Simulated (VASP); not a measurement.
Input of a VASP 6.6.1 run:

File INCAR:

```
PREC = Accurate
ENCUT = 1350
EDIFF = 1E-6
ISMEAR = -1
SIGMA = 0.05
LREAL = F
LASPH = T
NELM = 120
ALGO = Normal
ISIF = 2
LWAVE = F
LCHARG = F
GGA = PE
NBANDS = 19
GGA_COMPAT = F
```

KPOINTS

```
Automatic mesh
0
Gamma
  6 6 6
```

POSCAR

```
BaF2
1.0
    0.0000000000      3.0722453632      3.0722453632
    3.0722453632      0.0000000000      3.0722453632
    3.0722453632      3.0722453632      0.0000000000
Ba F
1 2
Direct
    0.0000000000      0.0000000000      0.0000000000
    0.2500000000      0.2500000000      0.2500000000
    0.7500000000      0.7500000000      0.7500000000
```

Potentials or basis: VASP PAW PBE potentials, release 64 (Ba_sv, F_h).

The run is started by

```console
$ cat potpaw_PBE.64/Ba_sv/POTCAR potpaw_PBE.64/F_h/POTCAR > POTCAR
$ mpirun -np 1 vasp_std > vasp.out
```

Question: What does it give for the band gap on the k mesh?

Answer: 6.91 eV (least direct gap 6.98 eV).

Question: Estimate the pressure.

Answer: 4.1 GPa.

Caveat: the cell stands under pressure; spin-orbit coupling is left out, which moves the levels of the heavy elements. A k mesh can miss the band edges.
